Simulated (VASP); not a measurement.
# MgSe5 (P6/mmm) in VASP: a series of runs

Runs on MgSe5. Level: PBE. Tasks: single point, relaxation of cell and atoms.

All numbers are computed with VASP 6.6.1; they aren't measurements. Logs are shortened: lines on timing, memory, paths and dates and some standing lists are left out, and cuts for length are marked.

### Step 1. The cell of the first run

It takes space group P6/mmm (No. 191, hexagonal). Conventional cell: a = 4.954 Å, b = 4.954 Å, c = 9.805 Å, α = 90.00°, β = 90.00°, γ = 120.00°. Within 3.1 Å of Mg (site symmetry 6/mmm) lie 2 Se at 2.35 Å. Within 3.9 Å of Se (site symmetry -6m2) lie 12 Se at 2.86 to 3.83 Å. Within 3.4 Å of Se (site symmetry 6/mmm) lie 8 Se at 2.55 to 2.86 Å. Se (site symmetry 6mm) has 1 Mg at 2.35 Å and 1 Se at 2.55 Å within 3.1 Å.

The cell was built from a structure type or drawn by symmetry, and may not be a known phase.

### Step 2. Single point, PBE

INCAR reads:

```
SYSTEM = MgSe5
PREC = Accurate ; ENCUT = 520
EDIFF = 1E-6 ; ISMEAR = 0
SIGMA = 0.1 ; LREAL = .False.
LASPH = .True. ; NELM = 100
ALGO = Normal ; ISIF = 2
LWAVE = .False. ; LCHARG = .True.
GGA = PE ; LELF = .True.
LVHAR = .True. ; NBANDS = 25
```

KPOINTS reads:

```
Automatic mesh
0
Gamma
  6 6 2
  0 0 0
```

POSCAR reads:

```
MgSe5
1.0
    4.9538086000      0.0000000000      0.0000000000
   -2.4769043000      4.2901240931      0.0000000000
    0.0000000000      0.0000000000      9.8045243547
Mg Se
1 5
Direct
    0.0000000000      0.0000000000      0.5000000000
    0.3333333333      0.6666666667      0.0000000000
    0.6666666667      0.3333333333      0.0000000000
    0.0000000000      0.0000000000      0.0000000000
    0.0000000000      0.0000000000      0.7399350547
    0.0000000000      0.0000000000      0.2600649453
```

Potentials or basis: VASP PAW PBE potentials, release 64 (Mg, Se).

On the command line:

```sh
$ cat potpaw_PBE.64/Mg/POTCAR potpaw_PBE.64/Se/POTCAR > POTCAR
$ mpirun -np 1 vasp_std > vasp.out
```

OUTCAR:

```text
SYSTEM = MgSe5
   PREC = Accurate
   ENCUT = 520
   EDIFF = 1E-6
   ISMEAR = 0
   LREAL = .False.
   LASPH = .True.
   NELM = 100
   ISIF = 2
   GGA = PE

 ion  position               nearest neighbor table
   1  0.000  0.000  0.500-   5 2.35   6 2.35
   2  0.333  0.667  0.000-
   3  0.667  0.333  0.000-
   4  0.000  0.000  0.000-   5 2.55   6 2.55
   5  0.000  0.000  0.740-   1 2.35   4 2.55
   6  0.000  0.000  0.260-   1 2.35   4 2.55

  LATTYP: Found a hexagonal cell.
 ALAT       =     4.9538086000
 C/A-ratio  =     1.9791891747

  Lattice vectors:

 A1 = (   4.9538086000,   0.0000000000,   0.0000000000)
 A2 = (  -2.4769043000,   4.2901240931,   0.0000000000)
 A3 = (   0.0000000000,   0.0000000000,   9.8045243547)

Analysis of symmetry for initial positions (statically):
=====================================================================
 Subroutine PRICEL returns:
 Original cell was already a primitive cell.

 Routine SETGRP: Setting up the symmetry group for a
 hexagonal supercell.

 Subroutine GETGRP returns: Found 24 space group operations
 (whereof 24 operations were pure point group operations)
 out of a pool of 24 trial point group operations.

The static configuration has the point symmetry D_6h.

Analysis of symmetry for dynamics (positions and initial velocities):
=====================================================================
 Subroutine PRICEL returns:
 Original cell was already a primitive cell.

 Routine SETGRP: Setting up the symmetry group for a
 hexagonal supercell.

 Subroutine GETGRP returns: Found 24 space group operations
 (whereof 24 operations were pure point group operations)
 out of a pool of 24 trial point group operations.

The dynamic configuration has the point symmetry D_6h.

 Subroutine INISYM returns: Found 24 space group operations
 (whereof 24 operations are pure point group operations),
 and found     1 'primitive' translations

----------------------------------------------------------------------------------------

                                     Primitive cell

  volume of cell :     208.3702

  direct lattice vectors                    reciprocal lattice vectors
     4.953808600  0.000000000  0.000000000     0.201864884  0.116546745  0.000000000
    -2.476904300  4.290124093  0.000000000     0.000000000  0.233093491  0.000000000
     0.000000000  0.000000000  9.804524355     0.000000000  0.000000000  0.101993729

  length of vectors
     4.953808600  4.953808600  9.804524355     0.233093491  0.233093491  0.101993729

  position of ions in fractional coordinates (direct lattice)
     0.000000000  0.000000000  0.500000000
     0.333333333  0.666666667  0.000000000
     0.666666667  0.333333333  0.000000000
     0.000000000  0.000000000  0.000000000
     0.000000000  0.000000000  0.739935055
     0.000000000  0.000000000  0.260064945

  ion indices of the primitive-cell ions
   primitive index   ion index
                 1           1
                 2           2
                 3           3
                 4           4
                 5           5
                 6           6

----------------------------------------------------------------------------------------

 KPOINTS: Automatic mesh

Automatic generation of k-mesh.
 Grid dimensions read from file:
 generate k-points for:    6    6    2

 Generating k-lattice:

  Cartesian coordinates                     Fractional coordinates (reciprocal lattice)
     0.033644147  0.019424458  0.000000000     0.166666667  0.000000000  0.000000000
     0.000000000  0.038848915  0.000000000     0.000000000  0.166666667  0.000000000
     0.000000000  0.000000000  0.050996864     0.000000000  0.000000000  0.500000000

  Length of vectors
     0.038848915  0.038848915  0.050996864

  Shift w.r.t. Gamma in fractional coordinates (k-lattice)
     0.000000000  0.000000000  0.000000000

 Subroutine IBZKPT returns following result:
 ===========================================

 Found     14 irreducible k-points:

 Following reciprocal coordinates:
            Coordinates               Weight
  0.000000  0.000000  0.000000      1.000000
  0.166667  0.000000  0.000000      6.000000
  0.333333  0.000000  0.000000      6.000000
  0.500000  0.000000  0.000000      3.000000
  0.166667  0.166667  0.000000      6.000000
  0.333333  0.166667  0.000000     12.000000
  0.333333  0.333333  0.000000      2.000000
  0.000000  0.000000  0.500000      1.000000
  0.166667  0.000000  0.500000      6.000000
  0.333333  0.000000  0.500000      6.000000
  0.500000  0.000000  0.500000      3.000000
  0.166667  0.166667  0.500000      6.000000
  0.333333  0.166667  0.500000     12.000000
  0.333333  0.333333  0.500000      2.000000
   k-points           NKPTS =     14   k-points in BZ     NKDIM =     14   number of bands    NBANDS=     25
   number of dos      NEDOS =    301   number of ions     NIONS =      6
   total plane-waves  NPLWV = 128000
   dimension x,y,z NGX =    40 NGY =   40 NGZ =   80
   dimension x,y,z NGXF=    80 NGYF=   80 NGZF=  160
   ions per type =               1   5
   NGX,Y,Z   is equivalent  to a cutoff of  13.42, 13.42, 13.56 a.u.
   NGXF,Y,Z  is equivalent  to a cutoff of  26.85, 26.85, 27.13 a.u.
 SYSTEM =  MgSe5
   PREC   = accura    normal or accurate (medium, high low for compatibility)
   ISTART =      0    job   : 0-new  1-cont  2-samecut
   ICHARG =      2    charge: 1-file 2-atom 10-const
   ISPIN  =      1    spin polarized calculation?
   LNONCOLLINEAR =      F non collinear calculations
   LSORBIT =      F    spin-orbit coupling
   LASPH  =      T    aspherical Exc in radial PAW
   ENCUT  =  520.0 eV  38.22 Ry    6.18 a.u.   9.21  9.21 18.23*2*pi/ulx,y,z
   NELM   =    100;   NELMIN=  2; NELMDL= -5     # of ELM steps
   EDIFF  = 0.1E-05   stopping-criterion for ELM
   LREAL  =      F    real-space projection
[... 7 lines left out ...]
   TEBEG  =    0.0;   TEEND  =   0.0 temperature during run
   PSTRESS=    0.0 pullay stress
   NELECT =      32.0000    total number of electrons
   NUPDOWN=      -1.0000    fix difference up-down
   EMIN   =  10.00;   EMAX   =-10.00  energy-range for DOS
   EFERMI =   0.00;   METHOD = LEGACY
   ISMEAR =     0;   SIGMA  =   0.10  broadening in eV -4-tet -1-fermi 0-gaus
   EFERMI_NEDOS =   21; number of points for ismear=-14 and -15
   IALGO  =     38    algorithm
   IMIX   =      4    mixing-type and parameters
     AMIX     =   0.40;   BMIX     =  1.00
     AMIX_MAG =   1.60;   BMIX_MAG =  1.00
  volume/ion in A,a.u.               =      34.73       234.36
  Fermi-wavevector in a.u.,A,eV,Ry     =   0.876690  1.656705 10.457250  0.768586
  Thomas-Fermi vector in A             =   1.996536
   LORBIT       =      0    0 simple, 1 ext, 2 COOP (PROOUT), +10 PAW based schemes
   GGA     = PE    functional components
   LHFCALC =     F    Hartree Fock is set to
   AEXX    =    0.0000 exact exchange contribution
   IVDW    =     0    specifies the selected vdW correction
   LEPSILON=     F    determine dielectric tensor
   LRPA    =     F    only Hartree local field effects (RPA)
 non-spin polarized calculation
 Gauss-broadening in eV      SIGMA  =   0.10
  energy-cutoff  :      520.00
  volume of cell :      208.37
 maximum number of plane-waves:      5640
 NGX is ok and might be reduce to    40
   NGX = 19   NGY = 19   NGZ = 37

 number of electron      31.9999998 magnetization

 Free energy of the ion-electron system (eV)
  ---------------------------------------------------
  ext. energy  EPLUGINS =         0.00000000
  ---------------------------------------------------
  free energy    TOTEN  =       -15.91057105 eV

  energy without entropy =      -15.85529667  energy(sigma->0) =      -15.88293386

 E-fermi :   0.3904     XC(G=0):  -7.4019

 val. band max:        0.3858886501   @ k =   0.3333   0.0000   0.0000
 cond. band min:       0.3967247466   @ k =   0.3333   0.3333   0.0000
 fundamental gap:      0.0108360965
 Fermi energy:         0.3904022582

 k-point     1 :       0.0000    0.0000    0.0000
  band No.  band energies     occupation
      1     -15.3094      2.00000
      2     -11.8264      2.00000
      3     -11.2601      2.00000
      4     -10.4742      2.00000
      5     -10.2899      2.00000
      6      -4.6687      2.00000
[... 17 lines left out ...]
     24       6.5780      0.00000
     25       6.5780      0.00000

 k-point     2 :       0.1667    0.0000    0.0000
  band No.  band energies     occupation
      1     -15.1377      2.00000
      2     -12.0063      2.00000
      3     -11.2447      2.00000
      4     -10.7782      2.00000
      5     -10.3517      2.00000
      6      -5.1239      2.00000
[... 17 lines left out ...]
     24       6.5506      0.00000
     25       6.6836      0.00000

 k-point     3 :       0.3333    0.0000    0.0000
  band No.  band energies     occupation
      1     -14.6677      2.00000
      2     -12.5421      2.00000
      3     -11.3436      2.00000
      4     -11.2135      2.00000
      5     -10.4142      2.00000
      6      -5.7371      2.00000
[... 17 lines left out ...]
     24       6.6926      0.00000
     25       6.8803      0.00000

 k-point     4 :       0.5000    0.0000    0.0000
  band No.  band energies     occupation
      1     -14.2569      2.00000
      2     -13.0330      2.00000
      3     -11.5635      2.00000
      4     -11.1976      2.00000
      5     -10.4286      2.00000
      6      -5.9457      2.00000
[... 17 lines left out ...]
     24       6.5321      0.00000
     25       6.7339      0.00000
[... 197 lines left out ...]
 k-point    12 :       0.1667    0.1667    0.5000
  band No.  band energies     occupation
      1     -14.8132      2.00000
      2     -12.3090      2.00000
      3     -11.2963      2.00000
      4     -11.2845      2.00000
      5     -10.3272      2.00000
      6      -4.9224      2.00000
[... 17 lines left out ...]
     24       6.8248      0.00000
     25       7.3241      0.00000

 k-point    13 :       0.3333    0.1667    0.5000
  band No.  band energies     occupation
      1     -14.3084      2.00000
      2     -12.7801      2.00000
      3     -11.8309      2.00000
      4     -11.2717      2.00000
      5     -10.3660      2.00000
      6      -5.1835      2.00000
[... 17 lines left out ...]
     24       7.4967      0.00000
     25       7.6134      0.00000

 k-point    14 :       0.3333    0.3333    0.5000
  band No.  band energies     occupation
      1     -14.0853      2.00000
      2     -12.5310      2.00000
      3     -12.5310      2.00000
      4     -11.2635      2.00000
      5     -10.3906      2.00000
      6      -4.6116      2.00000
[... 17 lines left out ...]
     24       8.1167      0.00000
     25       8.2604      0.00000

------------------------ aborting loop because EDIFF is reached ----------------------------------------

  FORCE on cell =-STRESS in cart. coord.  units (eV):
  Direction    XX          YY          ZZ          XY          YZ          ZX
  --------------------------------------------------------------------------------------
  -------------------------------------------------------------------------------------
  Total        0.0393218      0.0393218      0.0102016     -0.0000000      0.0000000     -0.0000000
  in kB        0.3023492      0.3023492      0.0784407     -0.0000000      0.0000000     -0.0000000
  external PRESSURE =       0.2277131 kB  Pullay stress =       0.0000000 kB

 VOLUME and BASIS-vectors are now :
 -----------------------------------------------------------------------------
  energy-cutoff  :      520.00
  volume of cell :      208.37
      direct lattice vectors                 reciprocal lattice vectors
     4.953808600  0.000000000  0.000000000     0.201864884  0.116546745  0.000000000
    -2.476904300  4.290124093  0.000000000     0.000000000  0.233093491  0.000000000
     0.000000000  0.000000000  9.804524355     0.000000000  0.000000000  0.101993729

 POSITION                                       TOTAL-FORCE (eV/Angst)
 -----------------------------------------------------------------------------------
      0.00000      0.00000      4.90226         0.000000      0.000000      0.000000
     -0.00000      2.86008      0.00000         0.000000      0.000000      0.000000
      2.47690      1.43004      0.00000        -0.000000     -0.000000      0.000000
      0.00000      0.00000      0.00000         0.000000      0.000000      0.000000
      0.00000      0.00000      7.25471        -0.000000     -0.000000     -0.006604
      0.00000      0.00000      2.54981         0.000000      0.000000      0.006604
 -----------------------------------------------------------------------------------
    total drift:                                0.000000     -0.000000      0.000000

  FREE ENERGIE OF THE ION-ELECTRON SYSTEM (eV)
  ---------------------------------------------------
  free  energy   TOTEN  =       -15.9105710463 eV

  energy  without entropy=      -15.8552966718  energy(sigma->0) =      -15.88293386
```

It took 3.2 min on 1 thread of Intel Xeon 8259CL, shared host; peak memory 0.36 GiB.

Results:

| Quantity | Value |
| --- | --- |
| Free energy | -15.9106 eV |
| Pressure | 0.0 GPa |
| Largest force | 0.007 eV/Å |
| Band gap on the k mesh | zero (bands 16 and 17 overlap by 0.10 eV) |

Forces in eV/Å, atoms in the order of the input:
```
Mg   0.000  0.000  0.000
Se   0.000  0.000  0.000
Se   0.000  0.000  0.000
Se   0.000  0.000  0.000
Se   0.000  0.000 -0.007
Se   0.000  0.000  0.007
```

Levels at points of the mesh, in eV from the Fermi level:
| k point | band 13 | band 14 | band 15 | band 16 | band 17 | band 18 | band 19 | band 20 |
| --- | --- | --- | --- | --- | --- | --- | --- | --- |
| (0.00, 0.00, 0.00) | -0.36 | -0.36 | -0.11 | -0.11 | 0.28 | 2.25 | 2.33 | 4.01 |
| (0.50, 0.00, 0.00) | -0.83 | -0.55 | -0.54 | -0.02 | 0.60 | 0.85 | 1.29 | 2.33 |
| (0.00, 0.00, 0.50) | -0.48 | -0.48 | 0.04 | 0.04 | 0.24 | 0.28 | 3.66 | 4.02 |
| (0.50, 0.00, 0.50) | -0.69 | -0.58 | -0.41 | -0.36 | 0.65 | 0.67 | 0.85 | 1.31 |

Caveat: semilocal functionals underestimate gaps, so a narrow gap can read as zero.

### Step 3. Relaxation of cell and atoms, PBE

This run uses another cell than the first one, of 28.29 Å³/atom.

INCAR reads:

```
SYSTEM = MgSe5
ALGO = Normal
EDIFF = 1E-6
EDIFFG = -0.04
ENCUT = 600
GGA = PE
IBRION = 2
ISIF = 3
ISMEAR = 0
LASPH = .True.
LCHARG = .False.
LREAL = .False.
LWAVE = .False.
NELM = 60
NSW = 90
PREC = Accurate
SIGMA = 0.1
```

KPOINTS reads:

```
k-points
0
Gamma
  6 6 2
  0 0 0
```

POSCAR reads:

```
MgSe5
1.0
    4.5316612600      0.0000000000      0.0000000000
   -2.2658306300      3.9245337700      0.0000000000
    0.0000000000      0.0000000000      9.5433330700
Mg Se
1 5
Direct
    0.0000000000      0.0000000000      0.5000000000
    0.3333333300      0.6666666700      0.0000000000
    0.6666666700      0.3333333300      0.0000000000
    0.0000000000      0.0000000000      0.0000000000
    0.0000000000      0.0000000000      0.7013662100
    0.0000000000      0.0000000000      0.2986337900
```

Potentials or basis: VASP PAW PBE potentials, release 64 (Mg, Se).

On the command line:

```sh
$ cat potpaw_PBE.64/Mg/POTCAR potpaw_PBE.64/Se/POTCAR > POTCAR
$ mpirun -np 1 vasp_std > vasp.out
```

It took 22 min on 1 thread of Intel Xeon 8259CL, shared host; peak memory 0.35 GiB.

It converged, with:

```yaml
Free_energy: -15.9097 eV
Relaxed_volume: 34.89 Å³/atom
Relaxed_cell: a = 4.965 Å, b = 4.965 Å, c = 9.805 Å, α = 90.00°, β = 90.00°, γ = 120.00°
Space_group_after_relaxing_to_0.1_Å: P6/mmm (No. 191)
Energy_gained_by_relaxing: 721.0 meV/atom
Ionic_steps: 16
Pressure_after_relaxing: -0.1 GPa
Largest_force_after_relaxing: 0.024 eV/Å
Band_gap_on_the_k_mesh: zero (bands 16 and 17 overlap by 0.09 eV)
```

Forces on the atoms (eV/Å):
```
Mg   0.000  0.000  0.000
Se   0.000  0.000  0.000
Se   0.000  0.000  0.000
Se   0.000  0.000  0.000
Se   0.000  0.000 -0.024
Se   0.000  0.000  0.024
```

Stress tensor (GPa, compression positive):
```
-0.12  0.00  0.00
 0.00 -0.12  0.00
 0.00  0.00 -0.04
```

The path:
| step | energy change (eV) | largest force (eV/Å) | pressure (GPa) | volume (Å³) |
| --- | --- | --- | --- | --- |
| 1 | 0.0000 | 10.5428 | 17.07 | 169.72 |
| 2 | -2.5454 | 0.7081 | -3.29 | 253.13 |
| 3 | -3.8971 | 0.4027 | 0.68 | 207.75 |
| 4 | -3.9073 | 0.3160 | 0.93 | 206.30 |
| 5 | -3.9145 | 0.1081 | 1.48 | 203.36 |
| 6 | -4.0627 | 0.2005 | -0.23 | 212.32 |
| 7 | -4.0897 | 0.4557 | -1.31 | 219.69 |
| 8 | -4.2246 | 0.8444 | -1.05 | 215.92 |
| 9 | -3.0728 | 1.0188 | 5.94 | 202.90 |
| 10 | -4.2308 | 1.0489 | -0.71 | 214.82 |
| 11 | -4.2358 | 1.1171 | -0.43 | 213.94 |
| 12 | -4.2958 | 0.3028 | 0.40 | 209.18 |
| 13 | -4.2964 | 0.3843 | 0.31 | 209.59 |
| 14 | -4.3226 | 0.0893 | -0.38 | 210.97 |
| 15 | -4.3239 | 0.0122 | -0.27 | 210.72 |
| 16 | -4.3257 | 0.0242 | -0.09 | 209.32 |

Final structure:
```
Mg Se
1.0
     4.96504    0.00000    0.00000
    -2.48252    4.29985    0.00000
     0.00000    0.00000    9.80462
Mg Se
1 5
Cartesian
  0.0000 0.0000 4.9023
  0.0000 2.8666 0.0000
  2.4825 1.4333 0.0000
  0.0000 0.0000 0.0000
  0.0000 0.0000 7.2565
  0.0000 0.0000 2.5482
```

Levels at points of the mesh, in eV from the Fermi level:
```csv
k point,band 12,band 13,band 14,band 15,band 16,band 17,band 18,band 19,band 20
"(0.00, 0.00, 0.00)",-1.81,-0.37,-0.37,-0.11,-0.11,0.27,2.26,2.34,3.97
"(0.50, 0.00, 0.00)",-0.88,-0.83,-0.55,-0.54,-0.01,0.60,0.84,1.27,2.34
"(0.00, 0.00, 0.50)",-1.37,-0.48,-0.48,0.04,0.04,0.24,0.27,3.67,3.98
"(0.50, 0.00, 0.50)",-0.87,-0.69,-0.57,-0.42,-0.35,0.65,0.66,0.84,1.29
```

Caveat: the volume moved by over 15 % at a fixed basis, so the end points are rough; semilocal functionals underestimate gaps, so a narrow gap can read as zero.
